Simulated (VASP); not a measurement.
BaTiO3 (Barioperovskite), 5 atoms in the cell. It takes space group Amm2 (No. 38, orthorhombic). Conventional cell: a = 4.012 Å, b = 5.711 Å, c = 5.728 Å, α = 90.00°, β = 90.00°, γ = 90.00°. Within 3.7 Å of Ba (site symmetry mm2) lie 12 O at 2.79 to 2.94 Å and 8 Ti at 3.44 to 3.56 Å. Ti (site symmetry mm2) has 6 O at 1.94 to 2.11 Å within 2.6 Å. Within 2.7 Å of O (site symmetry mm2) lie 2 Ti at 2.01 Å. O (site symmetry m) has 2 Ti at 1.94 to 2.11 Å within 2.6 Å. 

| Quantity | Value |
| --- | --- |
| Program | VASP 6.6.1 |
| Task | single point |
| Functional | r2SCAN |
| Potentials or basis | VASP PAW PBE potentials, release 64 (Ba_sv, Ti_sv, O) |
| Cutoff | 520 eV |
| k mesh | 6 × 6 × 6 |
| Occupations | gaussian, width 0.01 eV |
| Spin | no spin polarisation |
| Dipole correction | no |
| Further INCAR settings | ALGO = Normal; EDIFF = 1e-06; NBANDS = 28 |

Potentials or basis: VASP PAW PBE potentials, release 64 (Ba_sv, Ti_sv, O).

Run with:

```sh
$ cat potpaw_PBE.64/Ba_sv/POTCAR potpaw_PBE.64/Ti_sv/POTCAR potpaw_PBE.64/O/POTCAR > POTCAR
$ cp INCAR.step1 INCAR
$ mpirun -np 1 vasp_std > vasp.out
$ cp INCAR.step2 INCAR
$ mpirun -np 1 vasp_std > vasp.out
```

Hardware: 1 thread of Intel Xeon 6975P-C, on a shared host.

Question: Estimate the wall time of this run.

Answer: Wall time 3.8 min on 1 thread of Intel Xeon 6975P-C, with other jobs on the host, peak memory 0.24 GiB. Counts: k points 52.
